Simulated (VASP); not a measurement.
# TiO2 (Cmcm) in VASP: settings compared

Aim: see how the results for TiO2 move with the level of theory and the settings. Levels: LDA, RPBE, PBE, BLYP. Tasks: single point.

Everything below comes from runs of VASP 6.6.1. Logs are shortened: lines on timing, memory, paths and dates and some standing lists are left out, and cuts for length are marked.

### Step 1. The cell of the first run

The structure is orthorhombic, space group Cmcm (No. 63). The conventional cell has a = 2.948 Å, b = 9.593 Å, c = 10.235 Å, α = 90.00°, β = 90.00°, γ = 90.00°. Within 2.4 Å of Ti (site symmetry m) lie 6 O at 1.83 to 2.19 Å. O (site symmetry 2/m) has 4 Ti at 2.13 Å and 2 O at 2.66 Å within 2.8 Å. Within 2.4 Å of O (site symmetry m2m) lie 2 Ti at 1.83 Å. Within 2.8 Å of O (site symmetry m) lie 3 Ti at 1.89 to 2.19 Å and 5 O at 2.57 to 2.78 Å.

### Step 2. Single point, LDA

Contents of INCAR:

```
SYSTEM = TiO2
  ALGO = Normal
  EDIFF = 1E-6
  ENCUT = 520
  GGA = CA
  ISIF = 2
  ISMEAR = -1
  LASPH = .True.
  LCHARG = .True.
  LELF = .True.
  LREAL = .False.
  LVHAR = .True.
  LWAVE = .False.
  NBANDS = 60
  NELM = 60
  PREC = Accurate
  SIGMA = 0.05
```

Contents of KPOINTS:

```
k-points
0
Gamma
  9 9 3
  0 0 0
```

Contents of POSCAR:

```
TiO2
1.0
    1.4740970000     -4.7965300000      0.0000000000
    1.4740970000      4.7965300000      0.0000000000
    0.0000000000      0.0000000000     10.2352230000
Ti O
4 8
Direct
    0.8669130000      0.1330870000      0.5831420000
    0.1330870000      0.8669130000      0.4168580000
    0.8669130000      0.1330870000      0.9168580000
    0.1330870000      0.8669130000      0.0831420000
    0.5000000000      0.5000000000      0.5000000000
    0.5000000000      0.5000000000      0.0000000000
    0.9342350000      0.0657650000      0.7500000000
    0.0657650000      0.9342350000      0.2500000000
    0.7544000000      0.2456000000      0.1028660000
    0.2456000000      0.7544000000      0.8971340000
    0.2456000000      0.7544000000      0.6028660000
    0.7544000000      0.2456000000      0.3971340000
```

Potentials or basis: VASP PAW LDA potentials, release 64 (Ti_sv, O).

Run with:

```
cat potpaw_LDA.64/Ti_sv/POTCAR potpaw_LDA.64/O/POTCAR > POTCAR
mpirun -np 1 vasp_std > vasp.out
```

OUTCAR:

```text
SYSTEM = TiO2
   EDIFF = 1E-6
   ENCUT = 520
   GGA = CA
   ISIF = 2
   ISMEAR = -1
   LASPH = .True.
   LREAL = .False.
   NELM = 60
   PREC = Accurate

 ion  position               nearest neighbor table
   1  0.867  0.133  0.583-   7 1.83  11 1.89  11 1.89   5 2.13   5 2.13  12 2.19
   2  0.133  0.867  0.417-   8 1.83  12 1.89  12 1.89   5 2.13   5 2.13  11 2.19
   3  0.867  0.133  0.917-   7 1.83  10 1.89  10 1.89   6 2.13   6 2.13   9 2.19
   4  0.133  0.867  0.083-   8 1.83   9 1.89   9 1.89   6 2.13   6 2.13  10 2.19
   5  0.500  0.500  0.500-   2 2.13   1 2.13   2 2.13   1 2.13
   6  0.500  0.500  0.000-   4 2.13   3 2.13   4 2.13   3 2.13
   7  0.934  0.066  0.750-   1 1.83   3 1.83
   8  0.066  0.934  0.250-   2 1.83   4 1.83
   9  0.754  0.246  0.103-   4 1.89   4 1.89   3 2.19
  10  0.246  0.754  0.897-   3 1.89   3 1.89   4 2.19
  11  0.246  0.754  0.603-   1 1.89   1 1.89   2 2.19
  12  0.754  0.246  0.397-   2 1.89   2 1.89   1 2.19

  LATTYP: Found a base centered orthorhombic cell.
 ALAT       =     2.9481940000
 B/A-ratio  =     3.2538767802
 C/A-ratio  =     3.4716925006

  Lattice vectors:

 A1 = (   1.4740970000,  -4.7965300000,   0.0000000000)
 A2 = (   1.4740970000,   4.7965300000,   0.0000000000)
 A3 = (   0.0000000000,   0.0000000000,  10.2352230000)

Analysis of symmetry for initial positions (statically):
=====================================================================
 Subroutine PRICEL returns:
 Original cell was already a primitive cell.

 Routine SETGRP: Setting up the symmetry group for a
 base centered orthorhombic supercell.

 Subroutine GETGRP returns: Found  8 space group operations
 (whereof  4 operations were pure point group operations)
 out of a pool of  8 trial point group operations.

The static configuration has the point symmetry C_2h.
 The point group associated with its full space group is D_2h.

Analysis of symmetry for dynamics (positions and initial velocities):
=====================================================================
 Subroutine PRICEL returns:
 Original cell was already a primitive cell.

 Routine SETGRP: Setting up the symmetry group for a
 base centered orthorhombic supercell.

 Subroutine GETGRP returns: Found  8 space group operations
 (whereof  4 operations were pure point group operations)
 out of a pool of  8 trial point group operations.

The dynamic configuration has the point symmetry C_2h.
[... 118 lines left out ...]
   ENCUT  =  520.0 eV  38.22 Ry    6.18 a.u.   9.33  9.33 19.03*2*pi/ulx,y,z
   NELM   =     60;   NELMIN=  2; NELMDL= -5     # of ELM steps
   EDIFF  = 0.1E-05   stopping-criterion for ELM
   LREAL  =      F    real-space projection
[... 7 lines left out ...]
   TEBEG  =    0.0;   TEEND  =   0.0 temperature during run
   PSTRESS=    0.0 pullay stress
   NELECT =      96.0000    total number of electrons
   NUPDOWN=      -1.0000    fix difference up-down
   EMIN   =  10.00;   EMAX   =-10.00  energy-range for DOS
   EFERMI =   0.00;   METHOD = LEGACY
   ISMEAR =    -1;   SIGMA  =   0.05  broadening in eV -4-tet -1-fermi 0-gaus
   EFERMI_NEDOS =   21; number of points for ismear=-14 and -15
   IALGO  =     38    algorithm
   IMIX   =      4    mixing-type and parameters
     AMIX     =   0.40;   BMIX     =  1.00
     AMIX_MAG =   1.60;   BMIX_MAG =  1.00
  volume/ion in A,a.u.               =      12.06        81.39
  Fermi-wavevector in a.u.,A,eV,Ry     =   1.427705  2.697971 27.733310  2.038341
  Thomas-Fermi vector in A             =   2.547846
   LORBIT       =      0    0 simple, 1 ext, 2 COOP (PROOUT), +10 PAW based schemes
   GGA     = CA    functional components
   LHFCALC =     F    Hartree Fock is set to
   AEXX    =    0.0000 exact exchange contribution
   IVDW    =     0    specifies the selected vdW correction
   LEPSILON=     F    determine dielectric tensor
   LRPA    =     F    only Hartree local field effects (RPA)
 non-spin polarized calculation
  energy-cutoff  :      520.00
  volume of cell :      144.74
 maximum number of plane-waves:      3924
 NGX is ok and might be reduce to    40
   NGX = 19   NGY = 19   NGZ = 39

 number of electron      95.9999996 magnetization

 Free energy of the ion-electron system (eV)
  ---------------------------------------------------
  ext. energy  EPLUGINS =         0.00000000
  ---------------------------------------------------
  free energy    TOTEN  =      -115.46602713 eV

  energy without entropy =     -115.46602713  energy(sigma->0) =     -115.46602713

 E-fermi :   3.4105     XC(G=0): -10.9798

 val. band max:        2.2697694417   @ k =   0.4444   0.4444   0.3333
 cond. band min:       4.7536083583   @ k =  -0.4444   0.4444   0.0000
 fundamental gap:      2.4838389166
 Fermi energy:         3.4105301920

 k-point     1 :       0.0000    0.0000    0.0000
  band No.  band energies     occupation
      1     -53.2603      2.00000
      2     -53.2554      2.00000
      3     -53.2296      2.00000
      4     -53.2246      2.00000
      5     -30.0862      2.00000
      6     -30.0663      2.00000
[... 1501 lines left out ...]
     59       6.7575      0.00000
     60       6.8107      0.00000

 [... further k-points ...]
[... 5 lines left out ...]
  --------------------------------------------------------------------------------------
  -------------------------------------------------------------------------------------
  Total      -10.8681148     -9.4129070     -9.7903754      0.0000000     -0.0000000      0.0000000
  in kB     -120.3051631   -104.1966649   -108.3750704      0.0000000     -0.0000000      0.0000000
  external PRESSURE =    -110.9589661 kB  Pullay stress =       0.0000000 kB

 VOLUME and BASIS-vectors are now :
 -----------------------------------------------------------------------------
  energy-cutoff  :      520.00
  volume of cell :      144.74
      direct lattice vectors                 reciprocal lattice vectors
     1.474097000 -4.796530000  0.000000000     0.339190705 -0.104242025  0.000000000
     1.474097000  4.796530000  0.000000000     0.339190705  0.104242025  0.000000000
     0.000000000  0.000000000 10.235223000     0.000000000  0.000000000  0.097701828

 POSITION                                       TOTAL-FORCE (eV/Angst)
 -----------------------------------------------------------------------------------
      1.47410     -3.51982      5.96859        -0.000000      0.168390      0.102340
      1.47410      3.51982      4.26663        -0.000000     -0.168390     -0.102340
      1.47410     -3.51982      9.38425        -0.000000      0.168390     -0.102340
      1.47410      3.51982      0.85098        -0.000000     -0.168390      0.102340
      1.47410      0.00000      5.11761         0.000000     -0.000000      0.000000
      1.47410      0.00000      0.00000         0.000000     -0.000000      0.000000
      1.47410     -4.16564      7.67642        -0.000000      0.429293      0.000000
      1.47410      4.16564      2.55881        -0.000000     -0.429293     -0.000000
      1.47410     -2.44047      1.05286        -0.000000      0.475756     -0.382250
      1.47410      2.44047      9.18237        -0.000000     -0.475756      0.382250
      1.47410      2.44047      6.17047        -0.000000     -0.475756     -0.382250
      1.47410     -2.44047      4.06476        -0.000000      0.475756      0.382250
 -----------------------------------------------------------------------------------
    total drift:                                0.000000      0.000000      0.000000

  FREE ENERGIE OF THE ION-ELECTRON SYSTEM (eV)
  ---------------------------------------------------
  free  energy   TOTEN  =      -115.4660271326 eV

  energy  without entropy=     -115.4660271326  energy(sigma->0) =     -115.46602713
```

OSZICAR:

```text
N       E                     dE             d eps       ncg     rms          rms(c)
DAV:   1     0.148329304296E+04    0.14833E+04   -0.47919E+04  6000   0.185E+03
DAV:   2     0.158025122501E+03   -0.13253E+04   -0.12569E+04  6164   0.577E+02
DAV:   3    -0.124874924773E+03   -0.28290E+03   -0.27378E+03  7744   0.234E+02
DAV:   4    -0.146476417557E+03   -0.21601E+02   -0.21547E+02  9016   0.693E+01
DAV:   5    -0.147918632791E+03   -0.14422E+01   -0.14416E+01  9336   0.142E+01    0.436E+01
DAV:   6    -0.118623483521E+03    0.29295E+02   -0.21724E+02  8476   0.972E+01    0.207E+01
DAV:   7    -0.116590159605E+03    0.20333E+01   -0.52715E+01  8384   0.429E+01    0.125E+01
DAV:   8    -0.115691953407E+03    0.89821E+00   -0.95868E+00  8004   0.215E+01    0.508E+00
DAV:   9    -0.115463409746E+03    0.22854E+00   -0.15693E+00  9016   0.771E+00    0.178E+00
DAV:  10    -0.115471473685E+03   -0.80639E-02   -0.26014E-01  8100   0.366E+00    0.823E-01
DAV:  11    -0.115466560321E+03    0.49134E-02   -0.63148E-02  8156   0.165E+00    0.213E-01
DAV:  12    -0.115466062789E+03    0.49753E-03   -0.38083E-03  8868   0.359E-01    0.116E-01
DAV:  13    -0.115466048816E+03    0.13973E-04   -0.12647E-03  9124   0.198E-01    0.443E-02
DAV:  14    -0.115466023493E+03    0.25323E-04   -0.18119E-04  8040   0.945E-02    0.158E-02
DAV:  15    -0.115466027754E+03   -0.42607E-05   -0.48200E-05  8804   0.357E-02    0.112E-02
DAV:  16    -0.115466027133E+03    0.62092E-06   -0.73877E-06  6552   0.157E-02
   1 F= -.11546603E+03 E0= -.11546603E+03  d E =-.491580E-10
```

Wall time 13 min (1 thread of AMD EPYC 7R43 (Zen 3), shared host); peak memory 0.43 GiB.

What came out:

```yaml
Free_energy: -115.4660 eV
Pressure: -11.1 GPa
Largest_force: 0.610 eV/Å
Band_gap_on_the_k_mesh: 2.48 eV (least direct gap 2.57 eV)
```

Forces on the atoms (eV/Å):
```
Ti   0.000  0.168  0.102
Ti   0.000 -0.168 -0.102
Ti   0.000  0.168 -0.102
Ti   0.000 -0.168  0.102
O    0.000  0.000  0.000
O    0.000  0.000  0.000
O    0.000  0.429  0.000
O    0.000 -0.429  0.000
O    0.000  0.476 -0.382
O    0.000 -0.476  0.382
O    0.000 -0.476 -0.382
O    0.000  0.476  0.382
```

Caveat: the cell stands under tension; an odd mesh through Γ misses points on the zone boundary, where band edges can lie.

### Step 3. Single point, RPBE

This run uses another cell than the first one, of 12.38 Å³/atom.

Contents of INCAR:

```
PREC = Accurate ; ENCUT = 520
EDIFF = 1E-7 ; ISMEAR = -1
SIGMA = 0.05 ; LREAL = False
LASPH = True ; NELM = 60
ALGO = Normal ; ISIF = 2
LWAVE = False ; LCHARG = True
GGA = RP ; LELF = True
LVHAR = True ; NBANDS = 60
```

Contents of KPOINTS:

```
Automatic mesh
0
Gamma
  9 9 3
```

Contents of POSCAR:

```
TiO2
1.0
    1.4811845236     -4.8479517262      0.0000000000
    1.4811845236      4.8479517262      0.0000000000
    0.0000000000      0.0000000000     10.3459284475
Ti O
4 8
Direct
    0.8672979401      0.1327020599      0.5844815385
    0.1327020599      0.8672979401      0.4155184615
    0.8672979401      0.1327020599      0.9155184615
    0.1327020599      0.8672979401      0.0844815385
    0.5000000000      0.5000000000      0.5000000000
    0.5000000000      0.5000000000      0.0000000000
    0.9338625593      0.0661374407      0.7500000000
    0.0661374407      0.9338625593      0.2500000000
    0.7519251139      0.2480748861      0.1026634397
    0.2480748861      0.7519251139      0.8973365603
    0.2480748861      0.7519251139      0.6026634397
    0.7519251139      0.2480748861      0.3973365603
```

Potentials or basis: VASP PAW PBE potentials, release 64 (Ti_sv, O).

Run with:

```
cat potpaw_PBE.64/Ti_sv/POTCAR potpaw_PBE.64/O/POTCAR > POTCAR
mpirun -np 1 vasp_std > vasp.out
```

It took 12 min on 1 thread of Intel Xeon Platinum 8488C (Sapphire Rapids), shared host; peak memory 0.54 GiB.

It converged, with:

```yaml
Free_energy: -101.3849 eV
Pressure: 0.5 GPa
Largest_force: 0.074 eV/Å
Band_gap_on_the_k_mesh: 2.69 eV (least direct gap 2.77 eV)
```

Forces in eV/Å, atoms in the order of the input:
```
Ti   0.000 -0.050 -0.054
Ti   0.000  0.050  0.054
Ti   0.000 -0.050  0.054
Ti   0.000  0.050 -0.054
O    0.000  0.000  0.000
O    0.000  0.000  0.000
O    0.000 -0.040  0.000
O    0.000  0.040  0.000
O    0.000 -0.068  0.021
O    0.000  0.068 -0.021
O    0.000  0.068  0.021
O    0.000 -0.068 -0.021
```

Stress tensor (GPa, compression positive):
```
0.62 0.00 0.00
0.00 0.46 0.00
0.00 0.00 0.52
```

Levels at points of the mesh, in eV from the valence-band top:
| k point | band 45 | band 46 | band 47 | band 48 | band 49 | band 50 | band 51 | band 52 |
| --- | --- | --- | --- | --- | --- | --- | --- | --- |
| (0.00, 0.00, 0.00) | -0.47 | -0.43 | -0.14 | -0.12 | 2.84 | 2.87 | 3.01 | 3.48 |

Caveat: the PAW data sets were made with another functional, which shifts forces and pressure a little; an odd mesh through Γ misses points on the zone boundary, where band edges can lie.

### Step 4. Single point, PBE

Contents of INCAR:

```
SYSTEM = TiO2
PREC = Accurate
ENCUT = 520
EDIFF = 1E-6
ISMEAR = -1
SIGMA = 0.05
LREAL = .FALSE.
LASPH = .TRUE.
NELM = 80
ALGO = Normal
ISIF = 2
LWAVE = .FALSE.
LCHARG = .FALSE.
GGA = PE
NBANDS = 60
```

Contents of KPOINTS:

```
regular mesh
0
G
  3 3 1
  0 0 0
```

Contents of POSCAR:

```
TiO2
1.0
    1.4740970000     -4.7965300000      0.0000000000
    1.4740970000      4.7965300000      0.0000000000
    0.0000000000      0.0000000000     10.2352230000
Ti O
4 8
Direct
    0.8669130000      0.1330870000      0.5831420000
    0.1330870000      0.8669130000      0.4168580000
    0.8669130000      0.1330870000      0.9168580000
    0.1330870000      0.8669130000      0.0831420000
    0.5000000000      0.5000000000      0.5000000000
    0.5000000000      0.5000000000      0.0000000000
    0.9342350000      0.0657650000      0.7500000000
    0.0657650000      0.9342350000      0.2500000000
    0.7544000000      0.2456000000      0.1028660000
    0.2456000000      0.7544000000      0.8971340000
    0.2456000000      0.7544000000      0.6028660000
    0.7544000000      0.2456000000      0.3971340000
```

Run with:

```
cat potpaw_PBE.64/Ti_sv/POTCAR potpaw_PBE.64/O/POTCAR > POTCAR
mpirun -np 1 vasp_std > vasp.out
```

Wall time 94 s (1 thread of Intel Xeon 8259CL, shared host); peak memory 0.34 GiB.

The run converged. Its results:

```
Free energy            : -105.9794 eV
Pressure               : -0.7 GPa
Largest force          : 0.138 eV/Å
Band gap on the k mesh : 2.78 eV (least direct gap 2.80 eV)
```

Forces in eV/Å, atoms in the order of the input:
```
Ti   0.000  0.022  0.039
Ti   0.000 -0.022 -0.039
Ti   0.000  0.022 -0.039
Ti   0.000 -0.022  0.039
O    0.000  0.000  0.000
O    0.000  0.000  0.000
O    0.000  0.078  0.000
O    0.000 -0.078  0.000
O    0.000  0.126 -0.057
O    0.000 -0.126  0.057
O    0.000 -0.126 -0.057
O    0.000  0.126  0.057
```

Stress tensor (GPa, compression positive):
```
-0.25  0.00  0.00
 0.00 -1.33  0.00
 0.00  0.00 -0.46
```

Levels at points of the mesh, in eV from the valence-band top:
| k point | band 46 | band 47 | band 48 | band 49 | band 50 | band 51 |
| --- | --- | --- | --- | --- | --- | --- |
| (0.00, 0.00, 0.00) | -0.30 | -0.01 | 0.00 | 2.90 | 2.91 | 3.16 |

Caveat: the k points lie up to 0.74 Å⁻¹ apart; an odd mesh through Γ misses points on the zone boundary, where band edges can lie.

### Step 5. Single point, PBE

Contents of INCAR:

```
SYSTEM = TiO2
PREC = Accurate ; ENCUT = 520
EDIFF = 1E-6 ; ISMEAR = -1
SIGMA = 0.05 ; LREAL = .FALSE.
LASPH = .TRUE. ; NELM = 100
ALGO = Normal ; ISIF = 2
LWAVE = .FALSE. ; LCHARG = .FALSE.
GGA = PE ; NBANDS = 60
```

Contents of KPOINTS:

```
regular mesh
0
G
  9 9 3
  0 0 0
```

POSCAR is that of step 4.

Run with:

```
cat potpaw_PBE.64/Ti_sv/POTCAR potpaw_PBE.64/O/POTCAR > POTCAR
mpirun -np 1 vasp_std > vasp.out
```

It took 21 min on 1 thread of Intel Xeon Platinum 8375C at 2.90GHz (Ice Lake), shared host; peak memory 0.53 GiB.

The run converged. Its results:

```
Free energy            : -106.0132 eV
Pressure               : -0.7 GPa
Largest force          : 0.091 eV/Å
Band gap on the k mesh : 2.56 eV (least direct gap 2.64 eV)
```

Forces in eV/Å, atoms in the order of the input:
```
Ti   0.000  0.051  0.076
Ti   0.000 -0.051 -0.076
Ti   0.000  0.051 -0.076
Ti   0.000 -0.051  0.076
O    0.000  0.000  0.000
O    0.000  0.000  0.000
O    0.000  0.020  0.000
O    0.000 -0.020  0.000
O    0.000  0.046 -0.027
O    0.000 -0.046  0.027
O    0.000 -0.046 -0.027
O    0.000  0.046  0.027
```

Levels at points of the mesh, in eV from the valence-band top:
```
           k point  band 46  band 47  band 48  band 49  band 50  band 51
(0.00, 0.00, 0.00)    -0.43    -0.14    -0.12     2.77     2.77     3.02
```

Caveat: an odd mesh through Γ misses points on the zone boundary, where band edges can lie.

(Part 1 of 2 ends here.)
